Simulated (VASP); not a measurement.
# SiNi (Pmmn) in VASP: further runs

SiNi is run at these levels: PBEsol, PBE; tasks: single point.

Program: VASP 6.6.1. These are calculated values, not measurements. Logs are shortened: lines on timing, memory, paths and dates and some standing lists are left out, and cuts for length are marked.

## (1) The cell of the first run

Symmetry: Pmmn, No. 59, orthorhombic system. The conventional cell has a = 3.055 Å, b = 3.258 Å, c = 4.709 Å, α = 90.00°, β = 90.00°, γ = 90.00°. Si (site symmetry mm2) has 6 Ni at 2.35 to 2.40 Å and 6 Si at 2.68 to 3.06 Å within 3.1 Å. Ni (site symmetry mm2) has 6 Si at 2.35 to 2.40 Å and 6 Ni at 2.68 to 3.06 Å within 3.1 Å.

## (2) Single point, PBEsol

Input file INCAR:

```
ALGO = Normal ; EDIFF = 1E-6
ENCUT = 600 ; GGA = PS
GGA_COMPAT = False ; ISIF = 2
ISMEAR = 0 ; LASPH = True
LCHARG = False ; LREAL = False
LWAVE = False ; NBANDS = 22
NELM = 120 ; PREC = Accurate
SIGMA = 0.1
```

Input file KPOINTS:

```
k-points
0
Gamma
  14 12 10
```

Input file POSCAR:

```
SiNi
1.0
    3.0552835513      0.0000000000      0.0000000000
    0.0000000000      3.2583147497      0.0000000000
    0.0000000000      0.0000000000      4.7093899711
Si Ni
2 2
Direct
    0.5000000000      0.5000000000      0.8431827248
    0.0000000000      0.0000000000      0.1568172752
    0.5000000000      0.5000000000      0.3423059830
    0.0000000000      0.0000000000      0.6576940170
```

Potentials or basis: VASP PAW PBE potentials, release 64 (Si, Ni).

Run with:

```console
$ cat potpaw_PBE.64/Si/POTCAR potpaw_PBE.64/Ni/POTCAR > POTCAR
$ mpirun -np 1 vasp_std > vasp.out
```

OUTCAR:

```text
EDIFF = 1E-6
   ENCUT = 600
   GGA = PS
   ISIF = 2
   ISMEAR = 0
   LASPH = True
   LREAL = False
   NELM = 120
   PREC = Accurate

 ion  position               nearest neighbor table
   1  0.500  0.500  0.843-   3 2.35   3 2.36   4 2.40   4 2.40   4 2.40   4 2.40   2 2.68   2 2.68
                             2 2.68   2 2.68
   2  0.000  0.000  0.157-   4 2.35   4 2.36   3 2.40   3 2.40   3 2.40   3 2.40   1 2.68   1 2.68
                             1 2.68   1 2.68
   3  0.500  0.500  0.342-   1 2.35   1 2.36   2 2.40   2 2.40   2 2.40   2 2.40   4 2.68   4 2.68
                             4 2.68   4 2.68
   4  0.000  0.000  0.658-   2 2.35   2 2.36   1 2.40   1 2.40   1 2.40   1 2.40   3 2.68   3 2.68
                             3 2.68   3 2.68

  LATTYP: Found a simple orthorhombic cell.
 ALAT       =     3.0552835513
 B/A-ratio  =     1.0664524896
 C/A-ratio  =     1.5413921137

  Lattice vectors:

 A1 = (   3.0552835513,   0.0000000000,   0.0000000000)
 A2 = (   0.0000000000,   3.2583147497,   0.0000000000)
 A3 = (   0.0000000000,   0.0000000000,   4.7093899711)

Analysis of symmetry for initial positions (statically):
=====================================================================
 Subroutine PRICEL returns:
 Original cell was already a primitive cell.

 Routine SETGRP: Setting up the symmetry group for a
 simple orthorhombic supercell.

 Subroutine GETGRP returns: Found  8 space group operations
 (whereof  4 operations were pure point group operations)
 out of a pool of  8 trial point group operations.

The static configuration has the point symmetry C_2v.
 The point group associated with its full space group is D_2h.

Analysis of symmetry for dynamics (positions and initial velocities):
=====================================================================
 Subroutine PRICEL returns:
 Original cell was already a primitive cell.

 Routine SETGRP: Setting up the symmetry group for a
 simple orthorhombic supercell.

 Subroutine GETGRP returns: Found  8 space group operations
 (whereof  4 operations were pure point group operations)
 out of a pool of  8 trial point group operations.

The dynamic configuration has the point symmetry C_2v.
 The point group associated with its full space group is D_2h.

 Subroutine INISYM returns: Found  8 space group operations
 (whereof  4 operations are pure point group operations),
 and found     1 'primitive' translations

----------------------------------------------------------------------------------------

                                     Primitive cell

  volume of cell :      46.8823

  direct lattice vectors                    reciprocal lattice vectors
     3.055283551  0.000000000  0.000000000     0.327301864  0.000000000  0.000000000
     0.000000000  3.258314750  0.000000000     0.000000000  0.306907121  0.000000000
     0.000000000  0.000000000  4.709389971     0.000000000  0.000000000  0.212341727

  length of vectors
     3.055283551  3.258314750  4.709389971     0.327301864  0.306907121  0.212341727

  position of ions in fractional coordinates (direct lattice)
     0.500000000  0.500000000  0.843182725
     0.000000000  0.000000000  0.156817275
     0.500000000  0.500000000  0.342305983
     0.000000000  0.000000000  0.657694017

  ion indices of the primitive-cell ions
   primitive index   ion index
                 1           1
                 2           2
                 3           3
                 4           4

----------------------------------------------------------------------------------------

 KPOINTS: k-points

Automatic generation of k-mesh.
 Grid dimensions read from file:
 generate k-points for:   14   12   10

 Generating k-lattice:

  Cartesian coordinates                     Fractional coordinates (reciprocal lattice)
     0.023378705  0.000000000  0.000000000     0.071428571  0.000000000  0.000000000
     0.000000000  0.025575593  0.000000000     0.000000000  0.083333333  0.000000000
     0.000000000  0.000000000  0.021234173     0.000000000  0.000000000  0.100000000

  Length of vectors
     0.023378705  0.025575593  0.021234173

  Shift w.r.t. Gamma in fractional coordinates (k-lattice)
     0.000000000  0.000000000  0.000000000

 Subroutine IBZKPT returns following result:
 ===========================================

 Found    336 irreducible k-points:

 Following reciprocal coordinates:
            Coordinates               Weight
  0.000000  0.000000  0.000000      1.000000
  0.071429  0.000000  0.000000      2.000000
  0.142857  0.000000  0.000000      2.000000
  0.214286  0.000000  0.000000      2.000000
  0.285714  0.000000  0.000000      2.000000
  0.357143  0.000000  0.000000      2.000000
[... 16 lines left out ...]
  0.428571  0.166667  0.000000      4.000000
  0.500000  0.166667  0.000000      2.000000
 [... further k-points ...]
   k-points           NKPTS =    336   k-points in BZ     NKDIM =    336   number of bands    NBANDS=     22
   number of dos      NEDOS =    301   number of ions     NIONS =      4
   total plane-waves  NPLWV =  26880
   dimension x,y,z NGX =    24 NGY =   28 NGZ =   40
   dimension x,y,z NGXF=    48 NGYF=   56 NGZF=   80
   ions per type =               2   2
   NGX,Y,Z   is equivalent  to a cutoff of  13.06, 14.29, 14.12 a.u.
   NGXF,Y,Z  is equivalent  to a cutoff of  26.12, 28.57, 28.24 a.u.
 SYSTEM =  unknown system
   PREC   = accura    normal or accurate (medium, high low for compatibility)
   ISTART =      0    job   : 0-new  1-cont  2-samecut
   ICHARG =      2    charge: 1-file 2-atom 10-const
   ISPIN  =      1    spin polarized calculation?
   LNONCOLLINEAR =      F non collinear calculations
   LSORBIT =      F    spin-orbit coupling
   LASPH  =      T    aspherical Exc in radial PAW
   ENCUT  =  600.0 eV  44.10 Ry    6.64 a.u.   6.10  6.51  9.41*2*pi/ulx,y,z
   NELM   =    120;   NELMIN=  2; NELMDL= -5     # of ELM steps
   EDIFF  = 0.1E-05   stopping-criterion for ELM
   LREAL  =      F    real-space projection
   EDIFFG = 0.1E-04   stopping-criterion for IOM
   NSW    =      0    number of steps for IOM
   IBRION =     -1    ionic relax: 0-MD 1-quasi-New 2-CG
   NFREE  =      0    steps in history (QN), initial steepest desc. (CG)
   ISIF   =      2    stress and relaxation
   ISYM   =      2    0-nonsym 1-usesym 2-fastsym
   POTIM  = 0.5000    time-step for ionic-motion
   TEBEG  =    0.0;   TEEND  =   0.0 temperature during run
   PSTRESS=    0.0 pullay stress
   NELECT =      28.0000    total number of electrons
   NUPDOWN=      -1.0000    fix difference up-down
   EMIN   =  10.00;   EMAX   =-10.00  energy-range for DOS
   EFERMI =   0.00;   METHOD = LEGACY
   ISMEAR =     0;   SIGMA  =   0.10  broadening in eV -4-tet -1-fermi 0-gaus
   EFERMI_NEDOS =   21; number of points for ismear=-14 and -15
   IALGO  =     38    algorithm
   IMIX   =      4    mixing-type and parameters
     AMIX     =   0.40;   BMIX     =  1.00
     AMIX_MAG =   1.60;   BMIX_MAG =  1.00
  volume/ion in A,a.u.               =      11.72        79.09
  Fermi-wavevector in a.u.,A,eV,Ry     =   1.378662  2.605293 25.860711  1.900709
  Thomas-Fermi vector in A             =   2.503703
   LORBIT       =      0    0 simple, 1 ext, 2 COOP (PROOUT), +10 PAW based schemes
   GGA     = PS    functional components
   LHFCALC =     F    Hartree Fock is set to
   AEXX    =    0.0000 exact exchange contribution
   IVDW    =     0    specifies the selected vdW correction
   LEPSILON=     F    determine dielectric tensor
   LRPA    =     F    only Hartree local field effects (RPA)
 non-spin polarized calculation
 Gauss-broadening in eV      SIGMA  =   0.10
  energy-cutoff  :      600.00
  volume of cell :       46.88
 maximum number of plane-waves:      1593
   NGX = 13   NGY = 13   NGZ = 19

 number of electron      28.0000005 magnetization

 Free energy of the ion-electron system (eV)
  ---------------------------------------------------
  ext. energy  EPLUGINS =         0.00000000
  ---------------------------------------------------
  free energy    TOTEN  =       -25.93179115 eV

  energy without entropy =      -25.92635863  energy(sigma->0) =      -25.92907489

 E-fermi :  11.0310     XC(G=0): -12.5292

 val. band max:       11.0293041872   @ k =   0.5000   0.3333   0.4000
 cond. band min:      11.0520365014   @ k =   0.3571   0.5000   0.4000
 fundamental gap:      0.0227323142
 Fermi energy:        11.0309762822

 k-point     1 :       0.0000    0.0000    0.0000
  band No.  band energies     occupation
      1      -2.7227      2.00000
      2       3.0203      2.00000
      3       4.6459      2.00000
      4       6.9659      2.00000
      5       7.5725      2.00000
      6       8.0276      2.00000
[... 14 lines left out ...]
     21      19.3327      0.00000
     22      20.2207      0.00000

 k-point     2 :       0.0714    0.0000    0.0000
  band No.  band energies     occupation
      1      -2.6431      2.00000
      2       3.0776      2.00000
      3       4.7096      2.00000
      4       6.9341      2.00000
      5       7.5997      2.00000
      6       7.9858      2.00000
[... 14 lines left out ...]
     21      19.4203      0.00000
     22      20.2573      0.00000

 k-point     3 :       0.1429    0.0000    0.0000
  band No.  band energies     occupation
      1      -2.4050      2.00000
      2       3.2395      2.00000
      3       4.8968      2.00000
      4       6.7240      2.00000
      5       7.6767      2.00000
      6       7.8735      2.00000
[... 14 lines left out ...]
     21      19.6819      0.00000
     22      20.3634      0.00000
[... 476 lines left out ...]
 k-point    23 :       0.4286    0.1667    0.0000
  band No.  band energies     occupation
      1       0.3930      2.00000
      2       2.3075      2.00000
      3       5.6570      2.00000
      4       6.4747      2.00000
      5       6.6730      2.00000
      6       6.9308      2.00000
[... 14 lines left out ...]
     21      19.1460      0.00000
     22      20.0811      0.00000

 k-point    24 :       0.5000    0.1667    0.0000
  band No.  band energies     occupation
      1       1.3172      2.00000
      2       1.3172      2.00000
      3       6.1281      2.00000
      4       6.1281      2.00000
      5       6.7839      2.00000
      6       6.7839      2.00000
[... 14 lines left out ...]
     21      19.6564      0.00000
     22      19.6564      0.00000

 [... further k-points ...]

------------------------ aborting loop because EDIFF is reached ----------------------------------------

  FORCE on cell =-STRESS in cart. coord.  units (eV):
  Direction    XX          YY          ZZ          XY          YZ          ZX
  --------------------------------------------------------------------------------------
  -------------------------------------------------------------------------------------
  Total       -1.6774598     -1.7083123     -1.8144099      0.0000000      0.0000000      0.0000000
  in kB      -57.3262445    -58.3806104    -62.0064360      0.0000000      0.0000000      0.0000000
  external PRESSURE =     -59.2377637 kB  Pullay stress =       0.0000000 kB

 VOLUME and BASIS-vectors are now :
 -----------------------------------------------------------------------------
  energy-cutoff  :      600.00
  volume of cell :       46.88
      direct lattice vectors                 reciprocal lattice vectors
     3.055283551  0.000000000  0.000000000     0.327301864  0.000000000  0.000000000
     0.000000000  3.258314750  0.000000000     0.000000000  0.306907121  0.000000000
     0.000000000  0.000000000  4.709389971     0.000000000  0.000000000  0.212341727

 POSITION                                       TOTAL-FORCE (eV/Angst)
 -----------------------------------------------------------------------------------
      1.52764      1.62916      3.97088         0.000000      0.000000     -0.108448
      0.00000      0.00000      0.73851         0.000000      0.000000      0.108448
      1.52764      1.62916      1.61205         0.000000      0.000000      0.011180
      0.00000      0.00000      3.09734         0.000000      0.000000     -0.011180
 -----------------------------------------------------------------------------------
    total drift:                                0.000000     -0.000000     -0.000000

  FREE ENERGIE OF THE ION-ELECTRON SYSTEM (eV)
  ---------------------------------------------------
  free  energy   TOTEN  =       -25.9317911475 eV

  energy  without entropy=      -25.9263586333  energy(sigma->0) =      -25.92907489
```

It took 6 min on 1 thread of Oxide Virtual Turin-like, shared host; peak memory 0.43 GiB.

What came out:

| Quantity | Value |
| --- | --- |
| Free energy | -25.9318 eV |
| Pressure | -5.9 GPa |
| Largest force | 0.108 eV/Å |
| Band gap on the k mesh | zero (bands 14 and 15 overlap by 2.57 eV) |

Forces on the atoms (eV/Å):
```
Si   0.000  0.000 -0.108
Si   0.000  0.000  0.108
Ni   0.000  0.000  0.011
Ni   0.000  0.000 -0.011
```

Stress tensor (GPa, compression positive):
```
-5.73  0.00  0.00
 0.00 -5.84  0.00
 0.00  0.00 -6.20
```

Caveat: the cell stands under tension; the PAW data sets were made with another functional, which shifts forces and pressure a little. Spin polarisation is off, so any magnetic state and its effect on volume and gap are missing.

## (3) Single point, PBEsol

Input file INCAR:

```
SYSTEM = SiNi
ALGO     = Normal         ! electronic algorithm
EDIFF    = 1E-6           ! SCF threshold, eV
ENCUT    = 600            ! plane-wave cutoff, eV
GGA      = PS             ! functional
GGA_COMPAT= .FALSE.      
ISIF     = 2              ! what is computed and relaxed
ISMEAR   = 0              ! smearing method
LASPH    = .TRUE.         ! aspherical terms in the spheres
LCHARG   = .FALSE.        ! write CHGCAR
LREAL    = .FALSE.        ! projectors in reciprocal space
LWAVE    = .FALSE.        ! write WAVECAR
NBANDS   = 22             ! bands
NELM     = 120            ! most SCF steps
PREC     = Accurate       ! precision mode
SIGMA    = 0.1            ! smearing width, eV
```

Input file KPOINTS:

```
k-points
0
G
  14 12 10
  0 0 0
```

POSCAR is that of step 2.

Potentials or basis: VASP PAW PBE potentials, release 64 (Si, Ni).

Run with:

```console
$ cat potpaw_PBE.64/Si/POTCAR potpaw_PBE.64/Ni/POTCAR > POTCAR
$ mpirun -np 1 vasp_std > vasp.out
```

Run time: 6.4 min. Hardware: 1 thread of Oxide Virtual Turin-like, shared host; peak memory 0.43 GiB.

It converged, with:

* Free energy: -25.9318 eV
* Pressure: -5.9 GPa
* Largest force: 0.108 eV/Å
* Band gap on the k mesh: zero (bands 14 and 15 overlap by 2.57 eV)

Forces in eV/Å, atoms in the order of the input:
```
Si   0.000  0.000 -0.108
Si   0.000  0.000  0.108
Ni   0.000  0.000  0.011
Ni   0.000  0.000 -0.011
```

Stress tensor (GPa, compression positive):
```
-5.73  0.00  0.00
 0.00 -5.84  0.00
 0.00  0.00 -6.20
```

Levels at points of the mesh, in eV from the Fermi level:
| k point | band 10 | band 11 | band 12 | band 13 | band 14 | band 15 | band 16 | band 17 | band 18 | band 19 |
| --- | --- | --- | --- | --- | --- | --- | --- | --- | --- | --- |
| (0.00, 0.00, 0.00) | -2.51 | -2.30 | -1.97 | -1.93 | -0.90 | 0.59 | 3.08 | 4.92 | 5.43 | 6.61 |
| (0.50, 0.00, 0.00) | -2.51 | -2.45 | -2.45 | -1.65 | -1.65 | 1.62 | 1.62 | 3.58 | 3.58 | 6.22 |
| (0.00, 0.50, 0.00) | -2.61 | -2.24 | -2.24 | -1.99 | -1.99 | 1.28 | 1.28 | 4.45 | 4.45 | 7.30 |
| (0.50, 0.50, 0.00) | -3.20 | -1.92 | -1.92 | -1.63 | -1.63 | 1.48 | 1.48 | 1.97 | 1.97 | 3.89 |
| (0.00, 0.00, 0.50) | -2.67 | -2.66 | -2.02 | 1.34 | 2.12 | 2.21 | 2.37 | 2.68 | 3.64 | 3.78 |
| (0.50, 0.00, 0.50) | -2.33 | -2.11 | -2.11 | -1.48 | -1.48 | 3.85 | 3.85 | 5.37 | 5.37 | 5.85 |
| (0.00, 0.50, 0.50) | -2.40 | -1.99 | -1.99 | -1.85 | -1.85 | 4.84 | 4.84 | 5.34 | 5.34 | 6.97 |
| (0.50, 0.50, 0.50) | -2.67 | -1.93 | -1.93 | -1.58 | -1.58 | -0.36 | -0.36 | 0.92 | 0.92 | 8.23 |

Caveat: the cell stands under tension; the PAW data sets were made with another functional, which shifts forces and pressure a little. Spin polarisation is off, so any magnetic state and its effect on volume and gap are missing.

## (4) Single point, PBE

Input file INCAR:

```
PREC = Accurate ; ENCUT = 600
EDIFF = 1E-6 ; ISMEAR = 0
SIGMA = 0.1 ; LREAL = False
LASPH = True ; NELM = 120
ALGO = Normal ; ISIF = 2
LWAVE = False ; LCHARG = False
GGA = PE ; NBANDS = 22
GGA_COMPAT = False
```

Input file KPOINTS:

```
regular mesh
0
Gamma
  14 12 10
```

POSCAR is that of step 3.

Run with:

```console
$ cat potpaw_PBE.64/Si/POTCAR potpaw_PBE.64/Ni/POTCAR > POTCAR
$ mpirun -np 1 vasp_std > vasp.out
```

Wall time 7.2 min (1 thread of Oxide Virtual Turin-like, shared host); peak memory 0.43 GiB.

The run converged. Its results:

- Free energy: -23.6137 eV
- Pressure: 0.0 GPa
- Largest force: 0.009 eV/Å
- Band gap on the k mesh: zero (bands 14 and 15 overlap by 2.58 eV)

Forces in eV/Å, atoms in the order of the input:
```
Si   0.000  0.000  0.002
Si   0.000  0.000 -0.002
Ni   0.000  0.000  0.009
Ni   0.000  0.000 -0.009
```

Stress tensor (GPa, compression positive):
```
-0.03  0.00  0.00
 0.00 -0.02  0.00
 0.00  0.00  0.20
```

Levels at points of the mesh, in eV from the Fermi level:
| k point | band 10 | band 11 | band 12 | band 13 | band 14 | band 15 | band 16 | band 17 | band 18 | band 19 |
| --- | --- | --- | --- | --- | --- | --- | --- | --- | --- | --- |
| (0.00, 0.00, 0.00) | -2.50 | -2.29 | -1.95 | -1.92 | -0.90 | 0.58 | 3.08 | 4.92 | 5.41 | 6.59 |
| (0.50, 0.00, 0.00) | -2.50 | -2.44 | -2.44 | -1.65 | -1.65 | 1.63 | 1.63 | 3.57 | 3.57 | 6.24 |
| (0.00, 0.50, 0.00) | -2.60 | -2.23 | -2.23 | -1.99 | -1.99 | 1.28 | 1.28 | 4.44 | 4.44 | 7.30 |
| (0.50, 0.50, 0.00) | -3.19 | -1.92 | -1.92 | -1.64 | -1.64 | 1.48 | 1.48 | 1.97 | 1.97 | 3.93 |
| (0.00, 0.00, 0.50) | -2.66 | -2.64 | -2.00 | 1.33 | 2.13 | 2.24 | 2.36 | 2.68 | 3.62 | 3.78 |
| (0.50, 0.00, 0.50) | -2.32 | -2.10 | -2.10 | -1.48 | -1.48 | 3.84 | 3.84 | 5.36 | 5.36 | 5.87 |
| (0.00, 0.50, 0.50) | -2.39 | -1.98 | -1.98 | -1.85 | -1.85 | 4.83 | 4.83 | 5.33 | 5.33 | 6.98 |
| (0.50, 0.50, 0.50) | -2.66 | -1.93 | -1.93 | -1.58 | -1.58 | -0.36 | -0.36 | 0.93 | 0.93 | 8.23 |

The gap in the log of VASP goes by the Fermi energy; the results here count the filled bands.